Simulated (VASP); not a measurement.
# BN (P6_3/mmc) in VASP: a series of runs

Runs on BN. Level: LDA. Tasks: single point.

All numbers are computed with VASP 6.6.1; they aren't measurements. Logs are shortened: lines on timing, memory, paths and dates and some standing lists are left out, and cuts for length are marked.

## (1) The cell of the first run

It takes space group P6_3/mmc (No. 194, hexagonal). Conventional cell: a = 2.365 Å, b = 2.365 Å, c = 6.325 Å, α = 90.00°, β = 90.00°, γ = 120.00°. Within 1.8 Å of B (site symmetry -6m2) lie 3 N at 1.37 Å. Within 1.8 Å of N (site symmetry -6m2) lie 3 B at 1.37 Å.

## (2) Single point, LDA (volume 7.663 Å^3 an atom, c/a of the conventional cell 2.6740)

The input, INCAR:

```
ALGO = Normal
EDIFF = 1E-7
ENCUT = 520
ISIF = 2
ISMEAR = 0
LASPH = True
LCHARG = True
LELF = True
LREAL = False
LVHAR = True
LWAVE = False
NBANDS = 16
NELM = 60
PREC = Accurate
SIGMA = 0.05
```

The input, KPOINTS:

```
k-points
0
Gamma
  12 12 4
```

The input, POSCAR:

```
BN
1.0
    2.3654962329      0.0000000000      0.0000000000
   -1.1827481164      2.0485798302      0.0000000000
    0.0000000000      0.0000000000      6.3253369267
B N
2 2
Direct
    0.3333333333      0.6666666667      0.2500000000
    0.6666666667      0.3333333333      0.7500000000
    0.3333333333      0.6666666667      0.7500000000
    0.6666666667      0.3333333333      0.2500000000
```

Potentials or basis: VASP PAW LDA potentials, release 64 (B, N).

Started as:

```bash
cat potpaw_LDA.64/B/POTCAR potpaw_LDA.64/N/POTCAR > POTCAR
mpirun -np 1 vasp_std > vasp.out
```

OUTCAR:

```text
EDIFF = 1E-7
   ENCUT = 520
   ISIF = 2
   ISMEAR = 0
   LASPH = True
   LREAL = False
   NELM = 60
   PREC = Accurate

 ion  position               nearest neighbor table
   1  0.333  0.667  0.250-   4 1.37   4 1.37   4 1.37
   2  0.667  0.333  0.750-   3 1.37   3 1.37   3 1.37
   3  0.333  0.667  0.750-   2 1.37   2 1.37   2 1.37
   4  0.667  0.333  0.250-   1 1.37   1 1.37   1 1.37

  LATTYP: Found a hexagonal cell.
 ALAT       =     2.3654962329
 C/A-ratio  =     2.6740000000

  Lattice vectors:

 A1 = (   2.3654962329,   0.0000000000,   0.0000000000)
 A2 = (  -1.1827481164,   2.0485798302,   0.0000000000)
 A3 = (   0.0000000000,   0.0000000000,   6.3253369267)

Analysis of symmetry for initial positions (statically):
=====================================================================
 Subroutine PRICEL returns:
 Original cell was already a primitive cell.

 Routine SETGRP: Setting up the symmetry group for a
 hexagonal supercell.

 Subroutine GETGRP returns: Found 24 space group operations
 (whereof 12 operations were pure point group operations)
 out of a pool of 24 trial point group operations.

The static configuration has the point symmetry D_3d.
 The point group associated with its full space group is D_6h.

Analysis of symmetry for dynamics (positions and initial velocities):
=====================================================================
 Subroutine PRICEL returns:
 Original cell was already a primitive cell.

 Routine SETGRP: Setting up the symmetry group for a
 hexagonal supercell.

 Subroutine GETGRP returns: Found 24 space group operations
 (whereof 12 operations were pure point group operations)
 out of a pool of 24 trial point group operations.

The dynamic configuration has the point symmetry D_3d.
 The point group associated with its full space group is D_6h.

 Subroutine INISYM returns: Found 24 space group operations
 (whereof 12 operations are pure point group operations),
 and found     1 'primitive' translations

----------------------------------------------------------------------------------------

                                     Primitive cell

  volume of cell :      30.6520

  direct lattice vectors                    reciprocal lattice vectors
     2.365496233  0.000000000  0.000000000     0.422744279  0.244071523  0.000000000
    -1.182748116  2.048579830  0.000000000     0.000000000  0.488143047  0.000000000
     0.000000000  0.000000000  6.325336927     0.000000000  0.000000000  0.158094345

  length of vectors
     2.365496233  2.365496233  6.325336927     0.488143047  0.488143047  0.158094345

  position of ions in fractional coordinates (direct lattice)
     0.333333333  0.666666667  0.250000000
     0.666666667  0.333333333  0.750000000
     0.333333333  0.666666667  0.750000000
     0.666666667  0.333333333  0.250000000

  ion indices of the primitive-cell ions
   primitive index   ion index
                 1           1
                 2           2
                 3           3
                 4           4

----------------------------------------------------------------------------------------

 KPOINTS: k-points

Automatic generation of k-mesh.
 Grid dimensions read from file:
 generate k-points for:   12   12    4

 Generating k-lattice:

  Cartesian coordinates                     Fractional coordinates (reciprocal lattice)
     0.035228690  0.020339294  0.000000000     0.083333333  0.000000000  0.000000000
     0.000000000  0.040678587  0.000000000     0.000000000  0.083333333  0.000000000
     0.000000000  0.000000000  0.039523586     0.000000000  0.000000000  0.250000000

  Length of vectors
     0.040678587  0.040678587  0.039523586

  Shift w.r.t. Gamma in fractional coordinates (k-lattice)
     0.000000000  0.000000000  0.000000000

 Subroutine IBZKPT returns following result:
 ===========================================

 Found     57 irreducible k-points:

 Following reciprocal coordinates:
            Coordinates               Weight
  0.000000  0.000000  0.000000      1.000000
  0.083333  0.000000  0.000000      6.000000
  0.166667 -0.000000  0.000000      6.000000
  0.250000  0.000000  0.000000      6.000000
  0.333333  0.000000  0.000000      6.000000
  0.416667  0.000000  0.000000      6.000000
[... 16 lines left out ...]
  0.250000  0.000000  0.250000     12.000000
  0.333333  0.000000  0.250000     12.000000
 [... further k-points ...]
   k-points           NKPTS =     57   k-points in BZ     NKDIM =     57   number of bands    NBANDS=     16
   number of dos      NEDOS =    301   number of ions     NIONS =      4
   total plane-waves  NPLWV =  15552
   dimension x,y,z NGX =    18 NGY =   18 NGZ =   48
   dimension x,y,z NGXF=    36 NGYF=   36 NGZF=   96
   ions per type =               2   2
   NGX,Y,Z   is equivalent  to a cutoff of  12.65, 12.65, 12.62 a.u.
   NGXF,Y,Z  is equivalent  to a cutoff of  25.30, 25.30, 25.23 a.u.
 SYSTEM =  unknown system
   PREC   = accura    normal or accurate (medium, high low for compatibility)
   ISTART =      0    job   : 0-new  1-cont  2-samecut
   ICHARG =      2    charge: 1-file 2-atom 10-const
   ISPIN  =      1    spin polarized calculation?
   LNONCOLLINEAR =      F non collinear calculations
   LSORBIT =      F    spin-orbit coupling
   LASPH  =      T    aspherical Exc in radial PAW
   ENCUT  =  520.0 eV  38.22 Ry    6.18 a.u.   4.40  4.40 11.76*2*pi/ulx,y,z
   NELM   =     60;   NELMIN=  2; NELMDL= -5     # of ELM steps
   EDIFF  = 0.1E-06   stopping-criterion for ELM
   LREAL  =      F    real-space projection
   EDIFFG = 0.1E-05   stopping-criterion for IOM
   NSW    =      0    number of steps for IOM
   IBRION =     -1    ionic relax: 0-MD 1-quasi-New 2-CG
   NFREE  =      0    steps in history (QN), initial steepest desc. (CG)
   ISIF   =      2    stress and relaxation
   ISYM   =      2    0-nonsym 1-usesym 2-fastsym
   POTIM  = 0.5000    time-step for ionic-motion
   TEBEG  =    0.0;   TEEND  =   0.0 temperature during run
   PSTRESS=    0.0 pullay stress
   NELECT =      16.0000    total number of electrons
   NUPDOWN=      -1.0000    fix difference up-down
   EMIN   =  10.00;   EMAX   =-10.00  energy-range for DOS
   EFERMI =   0.00;   METHOD = LEGACY
   ISMEAR =     0;   SIGMA  =   0.05  broadening in eV -4-tet -1-fermi 0-gaus
   EFERMI_NEDOS =   21; number of points for ismear=-14 and -15
   IALGO  =     38    algorithm
   IMIX   =      4    mixing-type and parameters
     AMIX     =   0.40;   BMIX     =  1.00
     AMIX_MAG =   1.60;   BMIX_MAG =  1.00
  volume/ion in A,a.u.               =       7.66        51.71
  Fermi-wavevector in a.u.,A,eV,Ry     =   1.318141  2.490925 23.640066  1.737496
  Thomas-Fermi vector in A             =   2.448132
   LORBIT       =      0    0 simple, 1 ext, 2 COOP (PROOUT), +10 PAW based schemes
   GGA     = CA    functional components
   LHFCALC =     F    Hartree Fock is set to
   AEXX    =    0.0000 exact exchange contribution
   IVDW    =     0    specifies the selected vdW correction
   LEPSILON=     F    determine dielectric tensor
   LRPA    =     F    only Hartree local field effects (RPA)
 non-spin polarized calculation
 Gauss-broadening in eV      SIGMA  =   0.05
  energy-cutoff  :      520.00
  volume of cell :       30.65
 maximum number of plane-waves:       852
 NGX is ok and might be reduce to    18
   NGX =  9   NGY =  9   NGZ = 23

 number of electron      16.0000005 magnetization

 Free energy of the ion-electron system (eV)
  ---------------------------------------------------
  ext. energy  EPLUGINS =         0.00000000
  ---------------------------------------------------
  free energy    TOTEN  =       -37.86432819 eV

  energy without entropy =      -37.86432819  energy(sigma->0) =      -37.86432819

 E-fermi :   3.5904     XC(G=0): -11.1977

 val. band max:        3.3685405789   @ k =   0.3333   0.2500   0.0000
 cond. band min:       7.6000171298   @ k =   0.5000   0.0000   0.0000
 fundamental gap:      4.2314765510
 Fermi energy:         3.5903629945

 k-point     1 :       0.0000    0.0000    0.0000
  band No.  band energies     occupation
      1     -15.3243      2.00000
      2     -14.8971      2.00000
      3      -4.1029      2.00000
      4      -1.4709      2.00000
      5       2.2591      2.00000
      6       2.2591      2.00000
[... 8 lines left out ...]
     15      18.3813      0.00000
     16      18.9106      0.00000

 k-point     2 :       0.0833    0.0000    0.0000
  band No.  band energies     occupation
      1     -15.1707      2.00000
      2     -14.7502      2.00000
      3      -3.8873      2.00000
      4      -1.2763      2.00000
      5       1.6649      2.00000
      6       1.7079      2.00000
[... 8 lines left out ...]
     15      17.7470      0.00000
     16      19.2524      0.00000

 k-point     3 :       0.1667   -0.0000    0.0000
  band No.  band energies     occupation
      1     -14.7164      2.00000
      2     -14.3161      2.00000
      3      -3.2472      2.00000
      4      -0.7030      2.00000
      5       0.1360      2.00000
      6       0.1917      2.00000
[... 8 lines left out ...]
     15      19.0062      0.00000
     16      20.1220      0.00000

 k-point     4 :       0.2500    0.0000    0.0000
  band No.  band energies     occupation
      1     -13.9856      2.00000
      2     -13.6203      2.00000
      3      -2.2068      2.00000
      4      -1.8410      2.00000
      5      -1.7560      2.00000
      6       0.2095      2.00000
[... 8 lines left out ...]
     15      20.9955      0.00000
     16      21.5274      0.00000

 k-point     5 :       0.3333    0.0000    0.0000
  band No.  band energies     occupation
      1     -13.0399      2.00000
      2     -12.7309      2.00000
      3      -3.8476      2.00000
      4      -3.7349      2.00000
      5      -0.8298      2.00000
      6      -0.4077      2.00000
[... 8 lines left out ...]
     15      20.8346      0.00000
     16      24.5135      0.00000

 k-point     6 :       0.4167    0.0000    0.0000
  band No.  band energies     occupation
      1     -12.0526      2.00000
      2     -11.8424      2.00000
      3      -5.4895      2.00000
      4      -5.3830      2.00000
      5      -0.8872      2.00000
      6      -0.8084      2.00000
[... 8 lines left out ...]
     15      19.6591      0.00000
     16      23.6501      0.00000
[... 267 lines left out ...]
 k-point    21 :       0.0833    0.0000    0.2500
  band No.  band energies     occupation
      1     -15.1136      2.00000
      2     -14.8167      2.00000
      3      -3.5709      2.00000
      4      -1.7558      2.00000
      5       1.6726      2.00000
      6       1.7046      2.00000
[... 8 lines left out ...]
     15      17.8480      0.00000
     16      18.7339      0.00000

 k-point    22 :       0.1667   -0.0000    0.2500
  band No.  band energies     occupation
      1     -14.6618      2.00000
      2     -14.3791      2.00000
      3      -2.9400      2.00000
      4      -1.1763      2.00000
      5       0.1490      2.00000
      6       0.1971      2.00000
[... 8 lines left out ...]
     15      18.8789      0.00000
     16      18.9833      0.00000

 k-point    23 :       0.2500    0.0000    0.2500
  band No.  band energies     occupation
      1     -13.9353      2.00000
      2     -13.6774      2.00000
      3      -2.0003      2.00000
      4      -1.7807      2.00000
      5      -1.7360      2.00000
      6      -0.2087      2.00000
[... 8 lines left out ...]
     15      21.5474      0.00000
     16      21.6541      0.00000

 k-point    24 :       0.3333    0.0000    0.2500
  band No.  band energies     occupation
      1     -12.9969      2.00000
      2     -12.7785      2.00000
      3      -3.8371      2.00000
      4      -3.7563      2.00000
      5      -0.5475      2.00000
      6      -0.3968      2.00000
[... 8 lines left out ...]
     15      21.9194      0.00000
     16      23.9793      0.00000

 [... further k-points ...]

------------------------ aborting loop because EDIFF is reached ----------------------------------------

  FORCE on cell =-STRESS in cart. coord.  units (eV):
  Direction    XX          YY          ZZ          XY          YZ          ZX
  --------------------------------------------------------------------------------------
  -------------------------------------------------------------------------------------
  Total       14.3012953     14.3012953      0.1823692      0.0000000      0.0000000      0.0000000
  in kB      747.5274428    747.5274428      9.5324194      0.0000000      0.0000000      0.0000000
  external PRESSURE =     501.5291017 kB  Pullay stress =       0.0000000 kB

 VOLUME and BASIS-vectors are now :
 -----------------------------------------------------------------------------
  energy-cutoff  :      520.00
  volume of cell :       30.65
      direct lattice vectors                 reciprocal lattice vectors
     2.365496233  0.000000000  0.000000000     0.422744279  0.244071523  0.000000000
    -1.182748116  2.048579830  0.000000000     0.000000000  0.488143047  0.000000000
     0.000000000  0.000000000  6.325336927     0.000000000  0.000000000  0.158094345

 POSITION                                       TOTAL-FORCE (eV/Angst)
 -----------------------------------------------------------------------------------
     -0.00000      1.36572      1.58133         0.000000      0.000000      0.000000
      1.18275      0.68286      4.74400        -0.000000     -0.000000      0.000000
     -0.00000      1.36572      4.74400        -0.000000      0.000000      0.000000
      1.18275      0.68286      1.58133         0.000000      0.000000      0.000000
 -----------------------------------------------------------------------------------
    total drift:                               -0.000000      0.000000      0.000000

  FREE ENERGIE OF THE ION-ELECTRON SYSTEM (eV)
  ---------------------------------------------------
  free  energy   TOTEN  =       -37.8643281875 eV

  energy  without entropy=      -37.8643281875  energy(sigma->0) =      -37.86432819
```

It took 9.9 s on 1 thread of Intel Xeon 6975P-C (Granite Rapids), shared host; peak memory 0.13 GiB.

Results:

```
Free energy            : -37.8643 eV
Pressure               : 50.2 GPa
Band gap on the k mesh : 4.23 eV, indirect (least direct gap 4.75 eV)
```

Levels at points of the mesh, in eV from the valence-band top:
```
           k point  band 4  band 5  band 6  band 7  band 8  band 9  band 10  band 11  band 12  band 13
(0.00, 0.00, 0.00)   -4.84   -1.11   -1.11   -1.06   -1.06    5.16    11.19    12.90    12.90    13.05
(0.50, 0.00, 0.00)   -9.49   -4.42   -4.34   -1.79   -0.51    4.23     6.08    11.01    11.83    13.13
(0.00, 0.00, 0.50)   -6.31   -1.09   -1.09   -1.09   -1.09    8.03     8.03    12.97    12.97    12.97
(0.50, 0.00, 0.50)   -9.53   -4.38   -4.38   -1.12   -1.12    4.84     4.84    11.76    11.76    14.39
```

 A k mesh can miss the band edges.

## (3) Single point, LDA (volume 7.663 Å^3 an atom, c/a of the conventional cell 2.3138)

The input, INCAR:

```
SYSTEM = BN
PREC = Accurate
ENCUT = 520
EDIFF = 1E-6
ISMEAR = 0
SIGMA = 0.05
LREAL = .False.
LASPH = .True.
NELM = 80
ALGO = Normal
ISIF = 2
LWAVE = .False.
LCHARG = .False.
NBANDS = 16
```

The input, KPOINTS:

```
Automatic mesh
0
Gamma
  12 12 4
  0 0 0
```

The input, POSCAR:

```
BN
1.0
    2.4823753849      0.0000000000      0.0000000000
   -1.2411876924      2.1498001450      0.0000000000
    0.0000000000      0.0000000000      5.7437201655
B N
2 2
Direct
    0.3333333333      0.6666666667      0.2500000000
    0.6666666667      0.3333333333      0.7500000000
    0.3333333333      0.6666666667      0.7500000000
    0.6666666667      0.3333333333      0.2500000000
```

Potentials or basis: VASP PAW LDA potentials, release 64 (B, N).

Started as:

```bash
cat potpaw_LDA.64/B/POTCAR potpaw_LDA.64/N/POTCAR > POTCAR
mpirun -np 1 vasp_std > vasp.out
```

Wall time 9.1 s (1 thread of Intel Xeon 6975P-C (Granite Rapids), shared host); peak memory 0.13 GiB.

Results (log left out):

| Quantity | Value |
| --- | --- |
| Free energy | -38.5070 eV |
| Pressure | 5.6 GPa |
| Band gap on the k mesh | 3.92 eV, indirect (least direct gap 4.16 eV) |

Stress tensor (GPa, compression positive):
```
5.01 0.00 0.00
0.00 5.01 0.00
0.00 0.00 6.89
```

Levels at points of the mesh, in eV from the valence-band top:
```tsv
k point	band 5	band 6	band 7	band 8	band 9	band 10	band 11	band 12
(0.00, 0.00, 0.00)	-1.43	-1.43	-1.29	-1.29	6.23	11.43	11.43	11.79
(0.50, 0.00, 0.00)	-4.36	-4.13	-2.24	-0.23	3.94	6.38	9.87	9.91
(0.00, 0.00, 0.50)	-1.36	-1.36	-1.36	-1.36	9.44	9.44	11.60	11.60
(0.50, 0.00, 0.50)	-4.25	-4.25	-1.07	-1.07	4.49	4.49	10.18	10.18
```
